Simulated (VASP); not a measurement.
**Si: single point with LDA**

Crystal: Si.

```
Si
1.0
     2.49950    0.00000    0.00000
     0.00000    2.49950    0.00000
     0.00000    0.00000    2.49950
Si
1
Direct
  0.00000 0.00000 0.00000
```

| Item | Value |
| --- | --- |
| Program | VASP 6.6.1 |
| Task | single point |
| Functional | LDA |
| Potentials or basis | VASP PAW LDA potentials, release 64 (Si) |
| Cutoff | 520 eV |
| k mesh | 12 × 12 × 12 |
| Occupations | fermi-dirac, width 0.1 eV |
| Spin | no spin polarisation |
| Dipole correction | no |
| Further INCAR settings | ALGO = Normal; EDIFF = 1e-07; NBANDS = 8 |

* Pressure: 0.1 GPa
* Band gap on the k mesh: zero (band 2 reaches 16.16 eV, above the bottom of band 3 at 5.72 eV)

Levels at points of the mesh, in eV from the Fermi level:
| k point | band 1 | band 2 | band 3 | band 4 | band 5 | band 6 |
| --- | --- | --- | --- | --- | --- | --- |
| (0.00, 0.00, 0.00) | -13.43 | 7.51 | 7.51 | 7.88 | 7.88 | 7.88 |
| (0.50, 0.00, 0.00) | -8.68 | -6.71 | 10.18 | 11.35 | 11.35 | 14.76 |
| (0.50, 0.50, 0.00) | -3.39 | -2.93 | -2.93 | 1.38 | 14.70 | 17.43 |
| (0.50, 0.50, 0.50) | 0.60 | 0.60 | 0.60 | 3.93 | 5.13 | 5.13 |

Run time: 9.4 s on 1 thread of Intel Xeon 8259CL, with other jobs on the host, peak memory 0.11 GiB.
